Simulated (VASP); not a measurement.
# BaS: single point with PBEsol

Crystal: BaS.

```xyz
2
Lattice="0.0000 3.1663 3.1663 3.1663 0.0000 3.1663 3.1663 3.1663 0.0000" Properties=species:S:1:pos:R:3 pbc="T T T"
Ba    0.0088   -0.0088    0.0000
S     3.1663    3.1663    3.1663
```

This cell differs from its parent crystal: all Ba atoms moved +0.013 Å, as atom 1 along Cartesian [1 -1 0].

```
Program                : VASP 6.6.1
Task                   : single point
Functional             : PBEsol
Potentials or basis    : VASP PAW PBE potentials, release 64 (Ba_sv, S)
Cutoff                 : 520 eV
k mesh                 : 8 × 8 × 8
Occupations            : gaussian, width 0.05 eV
Spin                   : no spin polarisation
Dipole correction      : no
Further INCAR settings : ALGO = Normal; EDIFF = 1e-07; NBANDS = 15
```

| Property | Result |
| --- | --- |
| Pressure | 0.7 GPa |
| Largest force | 0.028 eV/Å |
| Band gap on the k mesh | 1.93 eV, indirect (least direct gap 2.06 eV) |

Forces in eV/Å, atoms in the order of the input:
```
Ba  -0.019  0.019  0.000
S    0.019 -0.019  0.000
```

Levels at points of the mesh, in eV from the valence-band top:
| k point | band 5 | band 6 | band 7 | band 8 | band 9 | band 10 | band 11 | band 12 |
| --- | --- | --- | --- | --- | --- | --- | --- | --- |
| (0.00, 0.00, 0.00) | -10.39 | 0.00 | 0.00 | 0.00 | 3.53 | 3.78 | 3.78 | 3.78 |
| (0.50, 0.00, 0.00) | -9.00 | -2.05 | -1.16 | -1.16 | 5.55 | 5.61 | 6.36 | 6.36 |
| (0.00, 0.00, 0.50) | -9.00 | -2.05 | -1.16 | -1.16 | 5.55 | 5.60 | 6.36 | 6.36 |
| (0.50, 0.50, 0.00) | -10.30 | -0.51 | -0.13 | -0.12 | 1.93 | 5.97 | 6.08 | 7.62 |
| (0.00, 0.50, 0.50) | -10.30 | -0.51 | -0.13 | -0.12 | 1.93 | 5.97 | 6.08 | 7.62 |

Run time: 72 s on 1 thread of Intel(R) Xeon(R) Platinum 8488C (Sapphire Rapids) (shared host), peak memory 0.25 GiB.

Caveat: the cell differs from its parent crystal (all Ba atoms moved +0.013 Å, as atom 1 along Cartesian [1 -1 0]); the PAW data sets were made with another functional, which shifts forces and pressure a little; spin-orbit coupling is left out, which moves the levels of the heavy elements. A k mesh can miss the band edges.
